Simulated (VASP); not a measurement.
Input of a VASP 6.6.1 run:

Contents of INCAR:

```
SYSTEM = GaAs
PREC     = Accurate       ! precision mode
ENCUT    = 520            ! plane-wave cutoff, eV
EDIFF    = 1E-6           ! SCF threshold, eV
ISMEAR   = 0              ! smearing method
SIGMA    = 0.01           ! smearing width, eV
LREAL    = .False.        ! projectors in reciprocal space
LASPH    = .True.         ! aspherical terms in the spheres
NELM     = 60             ! most SCF steps
ALGO     = Normal         ! electronic algorithm
ISIF     = 2              ! what is computed and relaxed
LWAVE    = .False.        ! write WAVECAR
LCHARG   = .False.        ! write CHGCAR
GGA      = PE             ! functional
NBANDS   = 16             ! bands
```

KPOINTS

```
regular mesh
0
Gamma
  4 4 4
  0 0 0
```

Contents of POSCAR:

```
GaAs
1.0
    0.0000000000      2.8330850941      2.8330850941
    2.8330850941      0.0000000000      2.8330850941
    2.8330850941      2.8330850941      0.0000000000
Ga As
1 1
Direct
    0.0000000000      0.0000000000      0.0000000000
    0.2500000000      0.2500000000      0.2500000000
```

Potentials or basis: VASP PAW PBE potentials, release 64 (Ga_d, As).

Command:

```sh
$ cat potpaw_PBE.64/Ga_d/POTCAR potpaw_PBE.64/As/POTCAR > POTCAR
$ mpirun -np 1 vasp_std > vasp.out
```

(1) Estimate the pressure.

(2) Predict the band gap on the k mesh.

Results:

(1) 3.2 GPa.

(2) 0.46 eV.

Caveat: the k points lie up to 0.48 Å⁻¹ apart.
